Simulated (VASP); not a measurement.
# KF (Fm-3m) in VASP: notebook

The runs below take KF through single point, relaxation of volume and atoms at fixed shape, with PBE.

Everything below comes from runs of VASP 6.6.1. Logs are shortened: lines on timing, memory, paths and dates and some standing lists are left out, and cuts for length are marked.

## (1) The cell of the first run

It takes space group Fm-3m (No. 225, cubic). The conventional cell has a = 5.420 Å, b = 5.420 Å, c = 5.420 Å, α = 90.00°, β = 90.00°, γ = 90.00°. Within 3.6 Å of K (site symmetry m-3m) lie 6 F at 2.71 Å. F (site symmetry m-3m) has 6 K at 2.71 Å within 3.6 Å.

## (2) Single point, PBE

INCAR

```
PREC = Accurate
ENCUT = 520
EDIFF = 1E-7
ISMEAR = 0
SIGMA = 0.01
LREAL = False
LASPH = True
NELM = 80
ALGO = Normal
ISIF = 2
LWAVE = False
LCHARG = True
GGA = PE
LELF = True
LVHAR = True
NBANDS = 15
```

KPOINTS

```
regular mesh
0
Gamma
  6 6 6
```

POSCAR

```
KF
1.0
    0.0000000000      2.7100636930      2.7100636930
    2.7100636930      0.0000000000      2.7100636930
    2.7100636930      2.7100636930      0.0000000000
K F
1 1
Direct
    0.0000000000      0.0000000000      0.0000000000
    0.5000000000      0.5000000000      0.5000000000
```

Potentials or basis: VASP PAW PBE potentials, release 64 (K_sv, F).

Run with:

```console
> cat potpaw_PBE.64/K_sv/POTCAR potpaw_PBE.64/F/POTCAR > POTCAR
> mpirun -np 1 vasp_std > vasp.out
```

OUTCAR:

```text
PREC = Accurate
   ENCUT = 520
   EDIFF = 1E-7
   ISMEAR = 0
   LREAL = False
   LASPH = True
   NELM = 80
   ISIF = 2
   GGA = PE

 ion  position               nearest neighbor table
   1  0.000  0.000  0.000-   2 2.71   2 2.71   2 2.71   2 2.71   2 2.71   2 2.71
   2  0.500  0.500  0.500-   1 2.71   1 2.71   1 2.71   1 2.71   1 2.71   1 2.71

  LATTYP: Found a face centered cubic cell.
 ALAT       =     5.4201273860

  Lattice vectors:

 A1 = (   0.0000000000,   2.7100636930,   2.7100636930)
 A2 = (   2.7100636930,   0.0000000000,   2.7100636930)
 A3 = (   2.7100636930,   2.7100636930,   0.0000000000)

Analysis of symmetry for initial positions (statically):
=====================================================================
 Subroutine PRICEL returns:
 Original cell was already a primitive cell.

 Routine SETGRP: Setting up the symmetry group for a
 face centered cubic supercell.

 Subroutine GETGRP returns: Found 48 space group operations
 (whereof 48 operations were pure point group operations)
 out of a pool of 48 trial point group operations.

The static configuration has the point symmetry O_h .

Analysis of symmetry for dynamics (positions and initial velocities):
=====================================================================
 Subroutine PRICEL returns:
 Original cell was already a primitive cell.

 Routine SETGRP: Setting up the symmetry group for a
 face centered cubic supercell.

 Subroutine GETGRP returns: Found 48 space group operations
 (whereof 48 operations were pure point group operations)
 out of a pool of 48 trial point group operations.

The dynamic configuration has the point symmetry O_h .

 Subroutine INISYM returns: Found 48 space group operations
 (whereof 48 operations are pure point group operations),
 and found     1 'primitive' translations

----------------------------------------------------------------------------------------

                                     Primitive cell

  volume of cell :      39.8078

  direct lattice vectors                    reciprocal lattice vectors
     0.000000000  2.710063693  2.710063693    -0.184497509  0.184497509  0.184497509
     2.710063693  0.000000000  2.710063693     0.184497509 -0.184497509  0.184497509
     2.710063693  2.710063693  0.000000000     0.184497509  0.184497509 -0.184497509

  length of vectors
     3.832608830  3.832608830  3.832608830     0.319559059  0.319559059  0.319559059

  position of ions in fractional coordinates (direct lattice)
     0.000000000  0.000000000  0.000000000
     0.500000000  0.500000000  0.500000000

  ion indices of the primitive-cell ions
   primitive index   ion index
                 1           1
                 2           2

----------------------------------------------------------------------------------------

 KPOINTS: regular mesh

Automatic generation of k-mesh.
 Grid dimensions read from file:
 generate k-points for:    6    6    6

 Generating k-lattice:

  Cartesian coordinates                     Fractional coordinates (reciprocal lattice)
    -0.030749585  0.030749585  0.030749585     0.166666667  0.000000000  0.000000000
     0.030749585 -0.030749585  0.030749585     0.000000000  0.166666667  0.000000000
     0.030749585  0.030749585 -0.030749585     0.000000000  0.000000000  0.166666667

  Length of vectors
     0.053259843  0.053259843  0.053259843

  Shift w.r.t. Gamma in fractional coordinates (k-lattice)
     0.000000000  0.000000000  0.000000000

 Subroutine IBZKPT returns following result:
 ===========================================

 Found     16 irreducible k-points:

 Following reciprocal coordinates:
            Coordinates               Weight
  0.000000  0.000000  0.000000      1.000000
  0.166667  0.000000  0.000000      8.000000
  0.333333  0.000000  0.000000      8.000000
  0.500000  0.000000  0.000000      4.000000
  0.166667  0.166667  0.000000      6.000000
  0.333333  0.166667  0.000000     24.000000
[... 8 lines left out ...]
 -0.333333  0.333333  0.166667     24.000000
 -0.333333  0.500000  0.166667     12.000000
   k-points           NKPTS =     16   k-points in BZ     NKDIM =     16   number of bands    NBANDS=     15
   number of dos      NEDOS =    301   number of ions     NIONS =      2
   total plane-waves  NPLWV =  27000
   dimension x,y,z NGX =    30 NGY =   30 NGZ =   30
   dimension x,y,z NGXF=    60 NGYF=   60 NGZF=   60
   ions per type =               1   1
   NGX,Y,Z   is equivalent  to a cutoff of  13.01, 13.01, 13.01 a.u.
   NGXF,Y,Z  is equivalent  to a cutoff of  26.03, 26.03, 26.03 a.u.
 SYSTEM =  unknown system
   PREC   = accura    normal or accurate (medium, high low for compatibility)
   ISTART =      0    job   : 0-new  1-cont  2-samecut
   ICHARG =      2    charge: 1-file 2-atom 10-const
   ISPIN  =      1    spin polarized calculation?
   LNONCOLLINEAR =      F non collinear calculations
   LSORBIT =      F    spin-orbit coupling
   LASPH  =      T    aspherical Exc in radial PAW
   ENCUT  =  520.0 eV  38.22 Ry    6.18 a.u.   7.13  7.13  7.13*2*pi/ulx,y,z
   NELM   =     80;   NELMIN=  2; NELMDL= -5     # of ELM steps
   EDIFF  = 0.1E-06   stopping-criterion for ELM
   LREAL  =      F    real-space projection
   EDIFFG = 0.1E-05   stopping-criterion for IOM
   NSW    =      0    number of steps for IOM
   IBRION =     -1    ionic relax: 0-MD 1-quasi-New 2-CG
   NFREE  =      0    steps in history (QN), initial steepest desc. (CG)
   ISIF   =      2    stress and relaxation
   ISYM   =      2    0-nonsym 1-usesym 2-fastsym
   POTIM  = 0.5000    time-step for ionic-motion
   TEBEG  =    0.0;   TEEND  =   0.0 temperature during run
   PSTRESS=    0.0 pullay stress
   NELECT =      16.0000    total number of electrons
   NUPDOWN=      -1.0000    fix difference up-down
   EMIN   =  10.00;   EMAX   =-10.00  energy-range for DOS
   EFERMI =   0.00;   METHOD = LEGACY
   ISMEAR =     0;   SIGMA  =   0.01  broadening in eV -4-tet -1-fermi 0-gaus
   EFERMI_NEDOS =   21; number of points for ismear=-14 and -15
   IALGO  =     38    algorithm
   IMIX   =      4    mixing-type and parameters
     AMIX     =   0.40;   BMIX     =  1.00
     AMIX_MAG =   1.60;   BMIX_MAG =  1.00
  volume/ion in A,a.u.               =      19.90       134.32
  Fermi-wavevector in a.u.,A,eV,Ry     =   1.208162  2.283096 19.859832  1.459656
  Thomas-Fermi vector in A             =   2.343778
   LORBIT       =      0    0 simple, 1 ext, 2 COOP (PROOUT), +10 PAW based schemes
   GGA     = PE    functional components
   LHFCALC =     F    Hartree Fock is set to
   AEXX    =    0.0000 exact exchange contribution
   IVDW    =     0    specifies the selected vdW correction
   LEPSILON=     F    determine dielectric tensor
   LRPA    =     F    only Hartree local field effects (RPA)
 non-spin polarized calculation
 Gauss-broadening in eV      SIGMA  =   0.01
  energy-cutoff  :      520.00
  volume of cell :       39.81
 maximum number of plane-waves:      1090
 NGX is ok and might be reduce to    30
   NGX = 15   NGY = 15   NGZ = 15

 number of electron      15.9999992 magnetization

 Free energy of the ion-electron system (eV)
  ---------------------------------------------------
  ext. energy  EPLUGINS =         0.00000000
  ---------------------------------------------------
  free energy    TOTEN  =        -8.29926114 eV

  energy without entropy =       -8.29926114  energy(sigma->0) =       -8.29926114

 E-fermi :  -2.8412     XC(G=0):  -8.2125

 val. band max:       -2.9139837642   @ k =   0.0000   0.0000   0.0000
 cond. band min:       3.0339817157   @ k =   0.0000   0.0000   0.0000
 fundamental gap:      5.9479654799
 Fermi energy:        -2.8412457861

 k-point     1 :       0.0000    0.0000    0.0000
  band No.  band energies     occupation
      1     -29.1725      2.00000
      2     -21.5479      2.00000
      3     -12.4519      2.00000
      4     -12.4519      2.00000
      5     -12.4519      2.00000
      6      -2.9140      2.00000
      7      -2.9140      2.00000
      8      -2.9140      2.00000
      9       3.0340      0.00000
     10       7.6447      0.00000
     11       7.6447      0.00000
     12       7.6447      0.00000
     13       9.2606      0.00000
     14       9.2606      0.00000
     15      13.7429      0.00000

 k-point     2 :       0.1667    0.0000    0.0000
  band No.  band energies     occupation
      1     -29.1534      2.00000
      2     -21.5645      2.00000
      3     -12.5154      2.00000
      4     -12.4606      2.00000
      5     -12.4606      2.00000
      6      -3.1327      2.00000
      7      -2.9946      2.00000
      8      -2.9946      2.00000
      9       3.7512      0.00000
     10       7.2633      0.00000
     11       7.9890      0.00000
     12       7.9890      0.00000
     13       9.4961      0.00000
     14       9.4961      0.00000
     15      14.8939      0.00000

 k-point     3 :       0.3333    0.0000    0.0000
  band No.  band energies     occupation
      1     -29.1147      2.00000
      2     -21.5983      2.00000
      3     -12.6407      2.00000
      4     -12.4777      2.00000
      5     -12.4777      2.00000
      6      -3.4999      2.00000
      7      -3.1511      2.00000
      8      -3.1511      2.00000
      9       5.2901      0.00000
     10       6.9899      0.00000
     11       8.6678      0.00000
     12       8.6678      0.00000
     13      10.2779      0.00000
     14      10.2779      0.00000
     15      14.3493      0.00000
[... 199 lines left out ...]
 k-point    15 :      -0.3333    0.3333    0.1667
  band No.  band energies     occupation
      1     -29.0805      2.00000
      2     -21.5858      2.00000
      3     -12.7607      2.00000
      4     -12.7151      2.00000
      5     -12.5278      2.00000
      6      -3.3633      2.00000
      7      -3.1371      2.00000
      8      -3.1235      2.00000
      9       6.4889      0.00000
     10       6.8093      0.00000
     11       8.2842      0.00000
     12      10.0328      0.00000
     13      10.6022      0.00000
     14      11.6684      0.00000
     15      12.2115      0.00000

 k-point    16 :      -0.3333    0.5000    0.1667
  band No.  band energies     occupation
      1     -29.0762      2.00000
      2     -21.5709      2.00000
      3     -12.8630      2.00000
      4     -12.7122      2.00000
      5     -12.5593      2.00000
      6      -3.2115      2.00000
      7      -3.1229      2.00000
      8      -3.0420      2.00000
      9       5.9380      0.00000
     10       7.4914      0.00000
     11       7.7847      0.00000
     12      10.3273      0.00000
     13      11.0561      0.00000
     14      11.7108      0.00000
     15      12.0437      0.00000

------------------------ aborting loop because EDIFF is reached ----------------------------------------

  FORCE on cell =-STRESS in cart. coord.  units (eV):
  Direction    XX          YY          ZZ          XY          YZ          ZX
  --------------------------------------------------------------------------------------
  -------------------------------------------------------------------------------------
  Total        0.0054559      0.0054559      0.0054559     -0.0000000      0.0000000      0.0000000
  in kB        0.2195879      0.2195879      0.2195879     -0.0000000      0.0000000      0.0000000
  external PRESSURE =       0.2195879 kB  Pullay stress =       0.0000000 kB

 VOLUME and BASIS-vectors are now :
 -----------------------------------------------------------------------------
  energy-cutoff  :      520.00
  volume of cell :       39.81
      direct lattice vectors                 reciprocal lattice vectors
     0.000000000  2.710063693  2.710063693    -0.184497509  0.184497509  0.184497509
     2.710063693  0.000000000  2.710063693     0.184497509 -0.184497509  0.184497509
     2.710063693  2.710063693  0.000000000     0.184497509  0.184497509 -0.184497509

 POSITION                                       TOTAL-FORCE (eV/Angst)
 -----------------------------------------------------------------------------------
      0.00000      0.00000      0.00000         0.000000      0.000000      0.000000
      2.71006      2.71006      2.71006        -0.000000     -0.000000     -0.000000
 -----------------------------------------------------------------------------------
    total drift:                                0.000000      0.000000      0.000000

  FREE ENERGIE OF THE ION-ELECTRON SYSTEM (eV)
  ---------------------------------------------------
  free  energy   TOTEN  =        -8.2992611360 eV

  energy  without entropy=       -8.2992611360  energy(sigma->0) =       -8.29926114
```

It took 7.7 s on 1 thread of Intel Xeon 6975P-C (Granite Rapids), shared host; peak memory 0.16 GiB.

Results:

```
Free energy            : -8.2993 eV
Pressure               : 0.0 GPa
Band gap on the k mesh : 5.95 eV
```

PBE gaps usually lie below the measured ones, often by a third to a half.

## (3) Relaxation of volume and atoms at fixed shape, PBE

This run uses another cell than the first one, of 19.07 Å³/atom.

INCAR

```
SYSTEM = KF
PREC     = Accurate       ! precision mode
ENCUT    = 600            ! plane-wave cutoff, eV
EDIFF    = 1E-6           ! SCF threshold, eV
ISMEAR   = 0              ! smearing method
SIGMA    = 0.01           ! smearing width, eV
LREAL    = .FALSE.        ! projectors in reciprocal space
LASPH    = .TRUE.         ! aspherical terms in the spheres
NELM     = 80             ! most SCF steps
ALGO     = Normal         ! electronic algorithm
ISIF     = 8              ! what is computed and relaxed
LWAVE    = .FALSE.        ! write WAVECAR
LCHARG   = .FALSE.        ! write CHGCAR
GGA      = PE             ! functional
IBRION   = 2              ! ionic algorithm
NSW      = 80             ! ionic steps
EDIFFG   = -0.02          ! ionic threshold
```

KPOINTS

```
regular mesh
0
G
  6 6 6
  0 0 0
```

POSCAR

```
KF
1.0
    0.0000000000      2.6718500000      2.6718500000
    2.6718500000      0.0000000000      2.6718500000
    2.6718500000      2.6718500000      0.0000000000
K F
1 1
Direct
    0.0000000000      0.0000000000      0.0000000000
    0.5000000000      0.5000000000      0.5000000000
```

Potentials or basis: VASP PAW PBE potentials, release 64 (K_sv, F).

Run with:

```console
> cat potpaw_PBE.64/K_sv/POTCAR potpaw_PBE.64/F/POTCAR > POTCAR
> mpirun -np 1 vasp_std > vasp.out
```

It took 13 s on 1 thread of Intel Xeon 6975P-C (Granite Rapids), shared host; peak memory 0.18 GiB.

The run converged. Its results:

| Item | Value |
| --- | --- |
| Free energy | -8.2989 eV |
| Relaxed volume | 19.99 Å³/atom |
| Relaxed cell | a = 3.838 Å, b = 3.838 Å, c = 3.838 Å, α = 60.00°, β = 60.00°, γ = 60.00° |
| Space group after relaxing (to 0.1 Å) | Fm-3m (No. 225) |
| Energy gained by relaxing | 3.5 meV/atom |
| Ionic steps | 3 |
| Pressure after relaxing | -0.1 GPa |
| Band gap on the k mesh | 5.93 eV |

Step by step:
| step | energy change (eV) | largest force (eV/Å) | pressure (GPa) | volume (Å³) |
| --- | --- | --- | --- | --- |
| 1 | 0.0000 | 0.0000 | 1.41 | 38.15 |
| 2 | -0.0057 | 0.0000 | 0.57 | 39.08 |
| 3 | -0.0069 | 0.0000 | -0.11 | 39.98 |

Final structure:
```
K F
1.0
     0.00000    2.71398    2.71398
     2.71398    0.00000    2.71398
     2.71398    2.71398    0.00000
K F
1 1
Direct
  0.00000 0.00000 0.00000
  0.50000 0.50000 0.50000
```

Levels at points of the mesh, in eV from the valence-band top:
```tsv
k point	band 5	band 6	band 7	band 8	band 9	band 10	band 11	band 12
(0.00, 0.00, 0.00)	-9.55	0.00	0.00	0.00	5.93	10.55	10.55	10.55
(0.50, 0.00, 0.00)	-9.59	-0.74	-0.31	-0.31	8.87	10.26	11.85	11.85
(0.50, 0.50, 0.00)	-9.73	-0.23	-0.07	-0.07	8.16	10.04	11.44	13.36
```

Expect the measured gap to be larger: semilocal functionals such as PBE lack the derivative discontinuity. Zero-point motion and thermal expansion aren't in these numbers.
